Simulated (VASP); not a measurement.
Ta2Si4B:

```xyz
7
Lattice="5.8097 0.0000 0.0000 0.0000 5.8097 0.0000 0.0000 0.0000 3.3789" Properties=species:S:1:pos:R:3 pbc="T T T"
Ta    2.9048    0.0000    1.6894
Ta    0.0000    2.9048    1.6894
Si    1.3550    1.3550    0.0000
Si    4.4547    1.3550    0.0000
Si    4.4547    4.4547    0.0000
Si    1.3550    4.4547    0.0000
B     0.0000    0.0000    0.0000
```

* Program: VASP 6.6.1
* Task: relaxation of cell and atoms
* Functional: PBE
* Potentials or basis: VASP PAW PBE potentials, release 64 (Ta_pv, Si, B)
* Cutoff: 600 eV
* k mesh: 4 × 4 × 6
* Occupations: gaussian, width 0.1 eV
* Spin: no spin polarisation

At the start: pressure 5.6 GPa; volume 16.29 Å³/atom.

**Question.** Where does the relaxation end?

**Answer.** Over 7 steps the energy falls by 24.6 meV/atom and the volume is 16.71 Å³/atom (+2.6 %); space group P4/mmm (No. 123, to 0.05 Å).

Step by step:
| step | energy change (eV) | largest force (eV/Å) | pressure (GPa) | volume (Å³) |
| --- | --- | --- | --- | --- |
| 1 | 0.0000 | 1.0482 | 5.55 | 114.04 |
| 2 | -0.0361 | 0.2677 | -6.26 | 123.61 |
| 3 | -0.1456 | 0.2687 | -1.26 | 118.99 |
| 4 | -0.1682 | 0.1236 | -0.38 | 117.60 |
| 5 | -0.1715 | 0.0525 | 0.13 | 116.86 |
| 6 | -0.1715 | 0.0486 | 0.16 | 116.82 |
| 7 | -0.1723 | 0.0113 | -0.16 | 116.99 |

Final structure:
```
Ta Si B
1.0
     5.90177    0.00000    0.00000
     0.00000    5.90177    0.00000
     0.00000    0.00000    3.35885
Ta Si B
2 4 1
Direct
  0.50000 0.00000 0.50000
  0.00000 0.50000 0.50000
  0.23984 0.23984 0.00000
  0.76016 0.23984 0.00000
  0.76016 0.76016 0.00000
  0.23984 0.76016 0.00000
  0.00000 0.00000 0.00000
```
